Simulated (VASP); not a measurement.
A run of VASP 6.6.1:

File INCAR:

```
SYSTEM = Sr2CuSi3
ALGO = Normal
EDIFF = 1E-7
ENCUT = 520
GGA = PE
ISIF = 2
ISMEAR = 0
LASPH = .True.
LCHARG = .True.
LELF = .True.
LREAL = .False.
LVHAR = .True.
LWAVE = .False.
NBANDS = 30
NELM = 100
PREC = Accurate
SIGMA = 0.0182
```

Contents of KPOINTS:

```
k-points
0
Gamma
  5 5 5
  0 0 0
```

File POSCAR:

```
Sr2CuSi3
1.0
    0.0000000000      0.0000000000      3.7870060000
    0.0000000000     -4.2331400000      0.0000000000
    6.8732440000      2.1165700000     -1.8935030000
Si Sr Cu
3 2 1
Direct
    0.0000000000      0.0000000000      0.0000000000
    0.1547000000      0.6547000000      0.3094000000
    0.8453000000      0.3453000000      0.6906000000
    0.3521000000      0.8521000000      0.7042000000
    0.6479000000      0.1479000000      0.2958000000
    0.0000000000      0.5000000000      0.0000000000
```

Potentials or basis: VASP PAW PBE potentials, release 64 (Si, Sr_sv, Cu).

The run is started by

```sh
$ cat potpaw_PBE.64/Si/POTCAR potpaw_PBE.64/Sr_sv/POTCAR potpaw_PBE.64/Cu/POTCAR > POTCAR
$ mpirun -np 1 vasp_std > vasp.out
```

Hardware: 1 thread of Intel(R) Xeon(R) Platinum 8259CL CPU @ 2.50GHz (Skylake/Cascade Lake), on a shared host.

Q: How long does it take, and how much memory?

A: It took 2.6 min on 1 thread of Intel(R) Xeon(R) Platinum 8259CL CPU @ 2.50GHz (Skylake/Cascade Lake), on a shared host, peak memory 0.27 GiB. Counts: scf iterations 28, k points 27.
